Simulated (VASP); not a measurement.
KI:

```
K I
1.0
     0.00000    3.33340    3.33340
     3.33340    0.00000    3.33340
     3.33340    3.33340    0.00000
K I
1 1
Cartesian
  0.0000 0.0000 0.0000
  3.3334 3.3334 3.3334
```

This cell differs from its parent crystal: strain -6.0%.

Base run:

| Item | Value |
| --- | --- |
| Program | VASP 6.6.1 |
| Functional | r2SCAN |
| Potentials or basis | VASP PAW PBE potentials, release 64 (K_sv, I) |
| Cutoff | 520 eV |
| k mesh | 6 × 6 × 6 |
| Occupations | gaussian, width 0.01 eV |
| Spin | no spin polarisation |

Its results: band gap on the k mesh 5.01 eV, indirect (least direct gap 5.12 eV); pressure 3.7 GPa.

Problem. The run is repeated on the same cell with these changes: functional from r2SCAN to HSE06; k mesh from 6 × 6 × 6 to 4 × 4 × 4. What comes out?

Solution. Band gap on the k mesh 5.45 eV, direct; pressure 3.9 GPa.

Several settings changed at once, so the effect can't be laid on one alone.

Caveats: the PAW data sets were made with another functional, which shifts forces and pressure a little; spin-orbit coupling is left out, which moves the levels of the heavy elements.

A k mesh can miss the band edges.
